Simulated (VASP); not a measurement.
# Ge (P6/mmm) in VASP: notebook

The runs below take Ge through single point, relaxation of cell and atoms, with PBE.

Program: VASP 6.6.1. These are calculated values, not measurements. Logs are shortened: lines on timing, memory, paths and dates and some standing lists are left out, and cuts for length are marked.

### Step 1. The cell of the first run

It takes space group P6/mmm (No. 191, hexagonal). Conventional cell: a = 2.173 Å, b = 2.173 Å, c = 2.038 Å, α = 90.00°, β = 90.00°, γ = 120.00°. Within 2.7 Å of Ge (site symmetry 6/mmm) lie 8 Ge at 2.04 to 2.17 Å.

### Step 2. Single point, PBE

File INCAR:

```
SYSTEM = Ge
PREC = Accurate
ENCUT = 520
EDIFF = 1E-7
ISMEAR = -1
SIGMA = 0.1
LREAL = .False.
LASPH = .True.
NELM = 80
ALGO = Normal
ISIF = 2
LWAVE = .False.
LCHARG = .False.
GGA = PE
NBANDS = 13
```

File KPOINTS:

```
regular mesh
0
Gamma
  20 20 19
  0 0 0
```

File POSCAR:

```
Ge
1.0
    2.1734697746      0.0000000000      0.0000000000
   -1.0867348873      1.8822800391      0.0000000000
    0.0000000000      0.0000000000      2.0379539555
Ge
1
Direct
    0.0000000000      0.0000000000      0.0000000000
```

Potentials or basis: VASP PAW PBE potentials, release 64 (Ge_d).

Command:

```console
cat potpaw_PBE.64/Ge_d/POTCAR > POTCAR
mpirun -np 1 vasp_std > vasp.out
```

OUTCAR:

```text
SYSTEM = Ge
   PREC = Accurate
   ENCUT = 520
   EDIFF = 1E-7
   ISMEAR = -1
   LREAL = .False.
   LASPH = .True.
   NELM = 80
   ISIF = 2
   GGA = PE

 ion  position               nearest neighbor table
   1  0.000  0.000  0.000-

  LATTYP: Found a hexagonal cell.
 ALAT       =     2.1734697746
 C/A-ratio  =     0.9376500098

  Lattice vectors:

 A1 = (   2.1734697746,   0.0000000000,   0.0000000000)
 A2 = (  -1.0867348873,   1.8822800391,   0.0000000000)
 A3 = (   0.0000000000,   0.0000000000,   2.0379539555)

Analysis of symmetry for initial positions (statically):
=====================================================================
 Subroutine PRICEL returns:
 Original cell was already a primitive cell.

 Routine SETGRP: Setting up the symmetry group for a
 hexagonal supercell.

 Subroutine GETGRP returns: Found 24 space group operations
 (whereof 24 operations were pure point group operations)
 out of a pool of 24 trial point group operations.

The static configuration has the point symmetry D_6h.

Analysis of symmetry for dynamics (positions and initial velocities):
=====================================================================
 Subroutine PRICEL returns:
 Original cell was already a primitive cell.

 Routine SETGRP: Setting up the symmetry group for a
 hexagonal supercell.

 Subroutine GETGRP returns: Found 24 space group operations
 (whereof 24 operations were pure point group operations)
 out of a pool of 24 trial point group operations.

The dynamic configuration has the point symmetry D_6h.

 Subroutine INISYM returns: Found 24 space group operations
 (whereof 24 operations are pure point group operations),
 and found     1 'primitive' translations

----------------------------------------------------------------------------------------

                                     Primitive cell

  volume of cell :       8.3374

  direct lattice vectors                    reciprocal lattice vectors
     2.173469775  0.000000000  0.000000000     0.460093815  0.265635288  0.000000000
    -1.086734887  1.882280039  0.000000000     0.000000000  0.531270576  0.000000000
     0.000000000  0.000000000  2.037953955     0.000000000  0.000000000  0.490688221

  length of vectors
     2.173469775  2.173469775  2.037953955     0.531270576  0.531270576  0.490688221

  position of ions in fractional coordinates (direct lattice)
     0.000000000  0.000000000  0.000000000

  ion indices of the primitive-cell ions
[... 74 lines left out ...]
   EDIFF  = 0.1E-06   stopping-criterion for ELM
   LREAL  =      F    real-space projection
   EDIFFG = 0.1E-05   stopping-criterion for IOM
   NSW    =      0    number of steps for IOM
   IBRION =     -1    ionic relax: 0-MD 1-quasi-New 2-CG
   NFREE  =      0    steps in history (QN), initial steepest desc. (CG)
   ISIF   =      2    stress and relaxation
   ISYM   =      2    0-nonsym 1-usesym 2-fastsym
   POTIM  = 0.5000    time-step for ionic-motion
   TEBEG  =    0.0;   TEEND  =   0.0 temperature during run
   PSTRESS=    0.0 pullay stress
   NELECT =      14.0000    total number of electrons
   NUPDOWN=      -1.0000    fix difference up-down
   EMIN   =  10.00;   EMAX   =-10.00  energy-range for DOS
   EFERMI =   0.00;   METHOD = LEGACY
   ISMEAR =    -1;   SIGMA  =   0.10  broadening in eV -4-tet -1-fermi 0-gaus
   EFERMI_NEDOS =   21; number of points for ismear=-14 and -15
   IALGO  =     38    algorithm
   IMIX   =      4    mixing-type and parameters
     AMIX     =   0.40;   BMIX     =  1.00
     AMIX_MAG =   1.60;   BMIX_MAG =  1.00
  volume/ion in A,a.u.               =       8.34        56.26
  Fermi-wavevector in a.u.,A,eV,Ry     =   1.945838  3.677101 51.515564  3.786287
  Thomas-Fermi vector in A             =   2.974454
   LORBIT       =      0    0 simple, 1 ext, 2 COOP (PROOUT), +10 PAW based schemes
   GGA     = PE    functional components
   LHFCALC =     F    Hartree Fock is set to
   AEXX    =    0.0000 exact exchange contribution
   IVDW    =     0    specifies the selected vdW correction
   LEPSILON=     F    determine dielectric tensor
   LRPA    =     F    only Hartree local field effects (RPA)
 non-spin polarized calculation
  energy-cutoff  :      520.00
  volume of cell :        8.34
 maximum number of plane-waves:       234
   NGX =  9   NGY =  9   NGZ =  7

 number of electron      13.9999985 magnetization

 Free energy of the ion-electron system (eV)
  ---------------------------------------------------
  ext. energy  EPLUGINS =         0.00000000
  ---------------------------------------------------
  free energy    TOTEN  =         1.87863245 eV

  energy without entropy =        1.88464692  energy(sigma->0) =        1.88163969

 E-fermi :  20.4428     XC(G=0): -16.0779

 val. band max:       20.4160978469   @ k =   0.3500   0.2000   0.2632
 cond. band min:      20.4784203228   @ k =   0.0500  -0.0000   0.2105
 fundamental gap:      0.0623224758
 Fermi energy:        20.4427999979

 k-point     1 :       0.0000    0.0000    0.0000
  band No.  band energies     occupation
      1      -7.9895      2.00000
      2      -7.0116      2.00000
      3      -7.0116      2.00000
      4      -5.9567      2.00000
      5      -5.9567      2.00000
      6      -3.4897      2.00000
      7      31.6346      0.00000
      8      35.3256      0.00000
      9      37.5190      0.00000
     10      37.5190      0.00000
     11      37.8824      0.00000
     12      41.0836      0.00000
     13      41.0836      0.00000
[... 354 lines left out ...]
  band No.  band energies     occupation
      1      -7.7007      2.00000
      2      -7.2841      2.00000
      3      -6.3844      2.00000
      4      -6.2926      2.00000
      5      -6.0507      2.00000
      6       1.0005      2.00000
      7      19.0102      2.00000
      8      25.0663      0.00000
      9      36.5522      0.00000
     10      37.1012      0.00000
     11      40.3346      0.00000
     12      50.1486      0.00000
     13      54.1798      0.00000

 [... further k-points ...]
[... 5 lines left out ...]
  --------------------------------------------------------------------------------------
  -------------------------------------------------------------------------------------
  Total       20.4107022     20.4107022     20.5081570      0.0000000      0.0000000      0.0000000
  in kB     3922.2594659   3922.2594656   3940.9870391      0.0000000      0.0000000      0.0000000
  external PRESSURE =    3928.5019902 kB  Pullay stress =       0.0000000 kB

 VOLUME and BASIS-vectors are now :
 -----------------------------------------------------------------------------
  energy-cutoff  :      520.00
  volume of cell :        8.34
      direct lattice vectors                 reciprocal lattice vectors
     2.173469775  0.000000000  0.000000000     0.460093815  0.265635288  0.000000000
    -1.086734887  1.882280039  0.000000000     0.000000000  0.531270576  0.000000000
     0.000000000  0.000000000  2.037953955     0.000000000  0.000000000  0.490688221

 POSITION                                       TOTAL-FORCE (eV/Angst)
 -----------------------------------------------------------------------------------
      0.00000      0.00000      0.00000         0.000000      0.000000      0.000000
 -----------------------------------------------------------------------------------
    total drift:                               -0.000000      0.000000      0.000000

  FREE ENERGIE OF THE ION-ELECTRON SYSTEM (eV)
  ---------------------------------------------------
  free  energy   TOTEN  =         1.8786324515 eV

  energy  without entropy=        1.8846469191  energy(sigma->0) =        1.88163969
```

OSZICAR:

```text
N       E                     dE             d eps       ncg     rms          rms(c)
DAV:   1     0.577595388055E+02    0.57760E+02   -0.62048E+03 13740   0.348E+03
DAV:   2     0.377226811165E+01   -0.53987E+02   -0.50783E+02 12125   0.379E+02
DAV:   3     0.160541804546E+01   -0.21669E+01   -0.21553E+01 13059   0.531E+01
DAV:   4     0.159466296818E+01   -0.10755E-01   -0.10754E-01 12856   0.364E+00
DAV:   5     0.159462888832E+01   -0.34080E-04   -0.34081E-04 12961   0.209E-01    0.581E+00
DAV:   6     0.175538479885E+01    0.16076E+00   -0.12553E-02 13209   0.193E+00    0.330E+00
DAV:   7     0.187865203049E+01    0.12327E+00   -0.50402E-02 12323   0.295E+00    0.400E-01
DAV:   8     0.187837327656E+01   -0.27875E-03   -0.14567E-03 14489   0.136E+00    0.177E-01
DAV:   9     0.187861051984E+01    0.23724E-03   -0.32310E-04 14971   0.523E-01    0.202E-02
DAV:  10     0.187863239599E+01    0.21876E-04   -0.18085E-05 18381   0.133E-01    0.312E-03
DAV:  11     0.187863245145E+01    0.55464E-07   -0.82663E-07 16294   0.205E-02
   1 F= 0.18786325E+01 E0= 0.18816397E+01  d E =-.601447E-02
```

stdout:

```text
POSCAR found type information on POSCAR Ge
 POSCAR found :  1 types and       1 ions
 scaLAPACK will be used
 LDA part: xc-table for (Slater+PW92), standard interpolation
 POSCAR, INCAR and KPOINTS ok, starting setup
 FFT: planning ... GRIDC
 FFT: planning ... GRID_SOFT
 FFT: planning ... GRID
 WAVECAR not read
 entering main loop
```

Wall time 21 s (1 thread of Intel Xeon Platinum 8488C (Sapphire Rapids), shared host); peak memory 0.15 GiB.

Results:

```
Free energy            : 1.8786 eV
Pressure               : 392.9 GPa
Band gap on the k mesh : zero (band 7 reaches 32.03 eV, above the bottom of band 8 at 13.45 eV)
```

Levels at points of the mesh, in eV from the Fermi level:
```csv
k point,band 5,band 6,band 7,band 8,band 9,band 10
"(0.00, 0.00, 0.00)",-26.40,-23.93,11.19,14.88,17.08,17.08
"(0.50, 0.00, 0.00)",-26.38,-13.50,-11.21,6.60,11.83,21.31
```

### Step 3. Single point, PBE

File INCAR:

```
SYSTEM = Ge
  PREC = Accurate
  ENCUT = 520
  EDIFF = 1E-6
  ISMEAR = -1
  SIGMA = 0.1
  LREAL = .False.
  LASPH = .True.
  NELM = 100
  ALGO = Normal
  ISIF = 2
  LWAVE = .False.
  LCHARG = .False.
  GGA = PE
  NBANDS = 13
```

KPOINTS is that of step 2.

File POSCAR:

```
Ge
1.0
    2.1732750199      0.0000000000      0.0000000000
   -1.0866375099      1.8821113766      0.0000000000
    0.0000000000      0.0000000000      2.0372970470
Ge
1
Direct
    0.0000000000      0.0000000000      0.0000000000
```

Potentials or basis: VASP PAW PBE potentials, release 64 (Ge_d).

Command:

```console
cat potpaw_PBE.64/Ge_d/POTCAR > POTCAR
mpirun -np 1 vasp_std > vasp.out
```

Run time: 21 s. Hardware: 1 thread of Intel Xeon Platinum 8488C (Sapphire Rapids), shared host; peak memory 0.15 GiB.

It converged, with:

```yaml
Free_energy: 1.8889 eV
Pressure: 393.6 GPa
Band_gap_on_the_k_mesh: zero (band 7 reaches 32.06 eV, above the bottom of band 8 at 13.46 eV)
```

Stress tensor (GPa, compression positive):
```
392.78   0.00   0.00
  0.00 392.78   0.00
  0.00   0.00 395.19
```

Levels at points of the mesh, in eV from the Fermi level:
| k point | band 3 | band 4 | band 5 | band 6 | band 7 | band 8 | band 9 | band 10 | band 11 | band 12 |
| --- | --- | --- | --- | --- | --- | --- | --- | --- | --- | --- |
| (0.00, 0.00, 0.00) | -27.46 | -26.40 | -26.40 | -23.94 | 11.21 | 14.90 | 17.07 | 17.07 | 17.44 | 20.64 |
| (0.50, 0.00, 0.00) | -26.90 | -26.51 | -26.39 | -13.51 | -11.21 | 6.60 | 11.83 | 21.32 | 21.82 | 24.97 |

### Step 4. Relaxation of cell and atoms, PBE, target pressure 390 GPa, at which the enthalpy is minimised

This run uses another cell than the first one, of 8.20 Å³/atom, 0.983 times its volume.

File INCAR:

```
PREC = Accurate
ENCUT = 600
EDIFF = 1E-6
ISMEAR = -1
SIGMA = 0.1
LREAL = F
LASPH = T
NELM = 100
ALGO = Normal
ISIF = 3
LWAVE = F
LCHARG = F
GGA = PE
IBRION = 2
NSW = 60
EDIFFG = -0.005
PSTRESS = 3900.0
```

File KPOINTS:

```
Automatic mesh
0
Gamma
  20 20 19
```

File POSCAR:

```
Ge
1.0
    2.1594970209      0.0000000000      0.0000000000
   -1.0797485105      1.8701792795      0.0000000000
    0.0000000000      0.0000000000      2.0299271997
Ge
1
Direct
    0.0000000000      0.0000000000      0.0000000000
```

Command:

```console
cat potpaw_PBE.64/Ge_d/POTCAR > POTCAR
mpirun -np 1 vasp_std > vasp.out
```

It took 3.4 min on 1 thread of Intel Xeon Platinum 8488C (Sapphire Rapids), shared host; peak memory 0.17 GiB.

The run converged. Its results:

| Property | Result |
| --- | --- |
| Free energy | 1.8310 eV |
| Relaxed volume | 8.36 Å³/atom |
| Relaxed cell | a = 2.175 Å, b = 2.175 Å, c = 2.041 Å, α = 90.00°, β = 90.00°, γ = 120.00° |
| Space group after relaxing (to 0.05 Å) | P6/mmm (No. 191) |
| Energy change on relaxing (the enthalpy is what falls) | -399.3 meV/atom |
| Ionic steps | 11 |
| Pressure after relaxing | 390.0 GPa |
| Band gap on the k mesh | zero (band 7 reaches 31.92 eV, above the bottom of band 8 at 13.41 eV) |

Stress tensor (GPa, compression positive):
```
389.92   0.00   0.00
  0.00 389.92   0.00
  0.00   0.00 390.03
```

Step by step:
```
step  energy change (eV)  largest force (eV/Å)  pressure (GPa)  volume (Å³)
   1              0.0000                0.0000          416.37         8.20
   2             -3.1980                0.0000          210.47         9.91
   3             -0.4338                0.0000          386.97         8.37
   4             -0.3903                0.0000          390.17         8.35
   5             -0.3979                0.0000          390.04         8.36
   6             -0.4056                0.0000          389.53         8.36
   7             -0.4045                0.0000          389.58         8.36
   8             -0.4055                0.0000          389.42         8.36
   9             -0.3434                0.0000          393.27         8.33
  10             -0.3975                0.0000          390.17         8.36
  11             -0.3993                0.0000          389.95         8.36
```

Final structure:
```yaml
crystal:
  lattice:
    - [2.17461, 0.00000, 0.00000]
    - [-1.08731, 1.88327, 0.00000]
    - [0.00000, 0.00000, 2.04056]
  atoms:
    - { symbol: Ge, position: [0.00000, 0.00000, 0.00000] }
```

Levels at points of the mesh, in eV from the Fermi level:
| k point | band 4 | band 5 | band 6 | band 7 | band 8 | band 9 | band 10 | band 11 |
| --- | --- | --- | --- | --- | --- | --- | --- | --- |
| (0.00, 0.00, 0.00) | -26.39 | -26.39 | -23.89 | 11.14 | 14.84 | 17.07 | 17.07 | 17.45 |
| (0.50, 0.00, 0.00) | -26.50 | -26.37 | -13.47 | -11.19 | 6.61 | 11.83 | 21.28 | 21.73 |

Caveat: the cell is relaxed towards a set pressure, so the enthalpy falls and the energy may rise.

### Step 5. Summary

| task | cell | cutoff (eV) | gap on the mesh (eV) | pressure (GPa) |
| --- | --- | --- | --- | --- |
| single point | a = 2.173, b = 2.173, c = 2.038 Å, angles 90.0, 90.0, 120.0°, 1 atom | 520 | none | 392.9 |
| single point | a = 2.173, b = 2.173, c = 2.037 Å, angles 90.0, 90.0, 120.0°, 1 atom | 520 | none | 393.6 |
| relaxation of cell and atoms | relaxed to 390 GPa from a = 2.159, b = 2.159, c = 2.030 Å, angles 90.0, 90.0, 120.0°, 1 atom | 600 | none | 390.0 |

Alike in all rows: level PBE; potentials or basis VASP PAW PBE potentials, release 64 (Ge_d); no spin polarisation; k mesh 20 × 20 × 19; smearing fermi-dirac 0.1 eV.

Caveats: the cell is relaxed towards a set pressure, so the enthalpy falls and the energy may rise (some runs).

Absolute energies hang on the potentials; compare differences alone.
